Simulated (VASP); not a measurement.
**Al: single point with PBEsol**

Crystal: Al.

```
Al
1.0
     0.00000    1.91881    1.91881
     1.91881    0.00000    1.91881
     1.91881    1.91881    0.00000
Al
1
Direct
  0.00000 0.00000 0.00000
```

- Program: VASP 6.6.1
- Task: single point
- Functional: PBEsol
- Potentials or basis: VASP PAW PBE potentials, release 64 (Al)
- Cutoff: 520 eV
- k mesh: 18 × 18 × 18
- Occupations: gaussian, width 0.1 eV
- Spin: no spin polarisation

```json
{
  "Pressure": "15.1 GPa"
}
```

Levels at points of the mesh, in eV from the Fermi level:
```
           k point  band 1  band 2  band 3  band 4  band 5
(0.00, 0.00, 0.00)  -12.24   13.49   13.49   13.49   16.24
(0.50, 0.00, 0.00)   -5.22   -4.60   12.18   12.18   13.16
(0.50, 0.50, 0.00)   -3.29   -1.68    5.28    6.37    6.37
```

It took 15 s on 1 thread of Intel Xeon 8259CL, with other jobs on the host, peak memory 0.13 GiB.

Caveat: the PAW data sets were made with another functional, which shifts forces and pressure a little.
